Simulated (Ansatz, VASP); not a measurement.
**One calculation of SiBN2, two programs**

```
Si B N
1.0
     3.58740    0.00000    0.00000
    -1.79370    3.10678    0.00000
     0.00000    0.00000    3.97305
Si B N
1 1 2
Direct
  0.00000 0.00000 0.50000
  0.00000 0.00000 0.00000
  0.33333 0.66667 0.50000
  0.66667 0.33333 0.50000
```

Alike in both runs: functional PBE; k mesh 6 × 6 × 5; occupations gaussian, width 0.2 eV; no spin polarisation.

Ansatz relaxed the structure, and its values are those at the end. VASP's run is a single point on that final structure, the one shown.

|  | VASP | Ansatz |
| --- | --- | --- |
| version | VASP 6.6.1 | Ansatz 0.2.0 |
| potentials or method | VASP PAW PBE potentials, release 64 (Si, B, N), cutoff 600 eV | scalar-relativistic, plane waves, PAW |
| valence electrons in the cell | 17 | 17 |

|  | VASP | Ansatz | Ansatz less VASP |
| --- | --- | --- | --- |
| gap on the k mesh at the Fermi level (eV) | none | none | - |
| pressure (GPa) | -0.6 | -0.4 | +0.20 |

A gap of «none» marks a metal or a gap that the smearing closes.
